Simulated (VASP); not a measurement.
A run of VASP 6.6.1 is set up as follows.

The input INCAR:

```
SYSTEM = Mg
ALGO = Normal ; EDIFF = 1E-6
ENCUT = 520 ; ISIF = 2
ISMEAR = 1 ; LASPH = .True.
LCHARG = .False. ; LREAL = .False.
LWAVE = .False. ; NBANDS = 7
NELM = 60 ; PREC = Accurate
SIGMA = 0.1
```

KPOINTS

```
k-points
0
Gamma
  8 8 8
  0 0 0
```

Contents of POSCAR:

```
Mg
1.0
   -1.4765000000      1.4765000000      1.4765000000
    1.4765000000     -1.4765000000      1.4765000000
    1.4765000000      1.4765000000     -1.4765000000
Mg
1
Direct
    0.0000000000      0.0000000000      0.0000000000
```

Potentials or basis: VASP PAW LDA potentials, release 64 (Mg).

Launch:

```console
$ cat potpaw_LDA.64/Mg/POTCAR > POTCAR
$ mpirun -np 1 vasp_std > vasp.out
```

Question: What does it give for the band gap on the k mesh?

Answer: Zero (band 1 reaches 10.32 eV, above the bottom of band 2 at 5.44 eV).

Question: Estimate the pressure.

Answer: 55.7 GPa.

Caveat: the k points lie up to 0.38 Å⁻¹ apart.
